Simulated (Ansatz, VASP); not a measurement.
## One calculation of CdTe, two programs

```
Cd Te
1.0
     0.00000    3.27885    3.27885
     3.27885    0.00000    3.27885
     3.27885    3.27885    0.00000
Cd Te
1 1
Direct
  0.00000 0.00000 0.00000
  0.25000 0.25000 0.25000
```

Alike in both runs: functional r2SCAN; k mesh 8 × 8 × 8; occupations gaussian, width 0.02 eV; no spin polarisation.

Ansatz relaxed the structure, and its values are those at the end. VASP's run is a single point on that final structure, the one shown.

```csv
,VASP,Ansatz
version,VASP 6.6.1,Ansatz 0.2.0
potentials or method,"VASP PAW PBE potentials, release 64 (Cd, Te), cutoff 520 eV","scalar-relativistic, plane waves, PAW"
valence electrons in the cell,18,36
```

Ansatz gave:

```
gap on the k mesh at the Fermi level (eV) : 1.17
least direct gap on the mesh (eV)         : 1.17
pressure (GPa)                            : 0.0
```

Problem. Estimate VASP's values.

Solution. gap on the k mesh at the Fermi level (eV): 1.16; least direct gap on the mesh (eV): 1.16; pressure (GPa): 0.1.

VASP's potentials were made for PBE, not for r2SCAN. VASP's potentials hold 18 valence electrons a cell and Ansatz's 36, so a difference there can come from the potentials and not from the codes.

Spin-orbit coupling is off throughout.
